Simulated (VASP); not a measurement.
# Ti: single point with PBE

Crystal: Ti.

```
Ti
1.0
     4.00600    0.00000    0.00000
     0.00000    4.00600    0.00000
     0.00000    0.00000    4.00600
Ti
1
Direct
  0.00000 0.00000 0.00000
```

```
Program             : VASP 6.6.1
Task                : single point
Functional          : PBE
Potentials or basis : VASP PAW PBE potentials, release 64 (Ti_sv)
Cutoff              : 520 eV
k mesh              : 6 × 6 × 6
Occupations         : methfessel-paxton, width 0.1 eV
Spin                : no spin polarisation
```

```json
{"Pressure": "-7.9 GPa", "Band gap on the k mesh": "zero (band 6 reaches 0.15 eV, above the bottom of band 7 at -0.28 eV)"}
```

Levels at points of the mesh, in eV from the Fermi level:
```
           k point  band 2  band 3  band 4  band 5  band 6  band 7  band 8  band 9  band 10  band 11
(0.00, 0.00, 0.00)  -34.13  -34.13  -34.13   -2.82   -0.26   -0.26    0.76    0.76     0.76     6.51
(0.50, 0.00, 0.00)  -34.14  -34.13  -34.13   -1.27   -0.15    0.17    0.48    0.48     0.78     1.21
(0.50, 0.50, 0.00)  -34.14  -34.14  -34.13   -0.32   -0.25    0.53    0.53    0.87     1.84     1.84
(0.50, 0.50, 0.50)  -34.14  -34.14  -34.14   -0.02   -0.02   -0.02    0.89    0.89     3.48     3.48
```

Run time: 11 s on 1 thread of Intel(R) Xeon(R) 6975P-C (Granite Rapids), with other jobs on the host, peak memory 0.16 GiB.
